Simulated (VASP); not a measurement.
Wanted: the native input for a VASP 6.6.1 run.

```
Task                   : single point
Functional             : LDA
Potentials or basis    : VASP PAW LDA potentials, release 64 (B, N)
Cutoff                 : 520 eV
k mesh                 : 12 × 12 × 12
Occupations            : fermi-dirac, width 0.02 eV
Spin                   : no spin polarisation
Dipole correction      : no
Further INCAR settings : ALGO = Normal; EDIFF = 1e-07; NBANDS = 11
```

The structure of BN lies in POSCAR:

```
BN
1.0
    0.0000000000      1.7297301741      1.7297301741
    1.7297301741      0.0000000000      1.7297301741
    1.7297301741      1.7297301741      0.0000000000
B N
1 1
Direct
    0.0000000000      0.0000000000      0.0000000000
    0.5000000000      0.5000000000      0.5000000000
```

One way to write it, as run:

INCAR

```
PREC     = Accurate       # precision mode
ENCUT    = 520            # plane-wave cutoff, eV
EDIFF    = 1E-7           # SCF threshold, eV
ISMEAR   = -1             # smearing method
SIGMA    = 0.02           # smearing width, eV
LREAL    = F              # projectors in reciprocal space
LASPH    = T              # aspherical terms in the spheres
NELM     = 60             # most SCF steps
ALGO     = Normal         # electronic algorithm
ISIF     = 2              # what is computed and relaxed
LWAVE    = F              # write WAVECAR
LCHARG   = F              # write CHGCAR
NBANDS   = 11             # bands
```

KPOINTS

```
regular mesh
0
Gamma
  12 12 12
```

Potentials or basis: VASP PAW LDA potentials, release 64 (B, N).

Command:

```bash
$ cat potpaw_LDA.64/B/POTCAR potpaw_LDA.64/N/POTCAR > POTCAR
$ mpirun -np 1 vasp_std > vasp.out
```

It gave:

- Pressure: 0.8 GPa
- Band gap on the k mesh: 1.56 eV, indirect (least direct gap 5.81 eV)

Wall time 4.1 s on 1 thread of Intel(R) Xeon(R) Platinum 8375C CPU @ 2.90GHz (Ice Lake) (shared host), peak memory 0.11 GiB.
